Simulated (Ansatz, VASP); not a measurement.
## Two plane-wave programs on Si3Ge

Contents of INCAR:

```
SYSTEM = Si3Ge
PREC     = Accurate       ! precision mode
ENCUT    = 520            ! plane-wave cutoff, eV
EDIFF    = 1E-6           ! SCF threshold, eV
ISMEAR   = 0              ! smearing method
SIGMA    = 0.01           ! smearing width, eV
LREAL    = .FALSE.        ! projectors in reciprocal space
LASPH    = .TRUE.         ! aspherical terms in the spheres
NELM     = 100            ! most SCF steps
ALGO     = Normal         ! electronic algorithm
ISIF     = 2              ! what is computed and relaxed
LWAVE    = .FALSE.        ! write WAVECAR
LCHARG   = .FALSE.        ! write CHGCAR
GGA      = PE             ! functional
NBANDS   = 21             ! bands
```

The input KPOINTS:

```
Automatic mesh
0
G
  6 6 6
  0 0 0
```

POSCAR

```
Si3Ge
1.0
    1.9367294391      1.1181712630      6.3220173920
   -1.9367294391      1.1181712630      6.3220173920
    0.0000000000     -2.2363425260      6.3220173920
Si Ge
3 1
Direct
    1.0016055264      0.0016055264      0.0016055264
    0.4984313415      0.4984313415      0.4984313415
    0.3750055377      0.3750055377      0.3750055377
    0.8749575943      0.8749575943      0.8749575943
```

Input for Ansatz:

```yaml
crystal:
  lattice:
    - [1.9367294391, 1.118171263, 6.322017392]
    - [-1.9367294391, 1.118171263, 6.322017392]
    - [0.0, -2.236342526, 6.322017392]
  atoms:
    - { symbol: Si, position: [1.0016055264, 0.0016055264, 0.0016055264] }
    - { symbol: Si, position: [0.4984313415, 0.4984313415, 0.4984313415] }
    - { symbol: Si, position: [0.3750055377, 0.3750055377, 0.3750055377] }
    - { symbol: Ge, position: [0.8749575943, 0.8749575943, 0.8749575943] }
kpoints:
  mp_grid: { grid: [6, 6, 6] }
hamiltonian:
  xc: pbe
scf:
  occupations: { method: fixed }
  n_extra_bands: 5
output:
  forces: true
  stress: true
  eigenvalues: true
```

Alike in both runs: task single point; functional PBE; k mesh 6 × 6 × 6; no spin polarisation.

|  | VASP | Ansatz |
| --- | --- | --- |
| version | VASP 6.6.1 | Ansatz 0.2.0 |
| potentials or method | VASP PAW PBE potentials, release 64 (Si, Ge_d) | plane waves, PAW |
| plane-wave cutoff (eV) | 520 | 420 |
| occupations | gaussian, width 0.01 eV | fixed |
| valence electrons in the cell | 26 | 26 |

```tsv
	VASP	Ansatz	Ansatz less VASP
gap on the k mesh at the Fermi level (eV)	0.56	0.56	-0.003
pressure (GPa)	2.6	2.7	+0.11
traceless stress, the component that is largest in VASP (GPa)	-0.14	-0.14	-0.004
rms of the force components (eV/Å)	0.008	0.007	-0.0001
```

Atom by atom the forces differ by 0.001 eV/Å (rms over components).
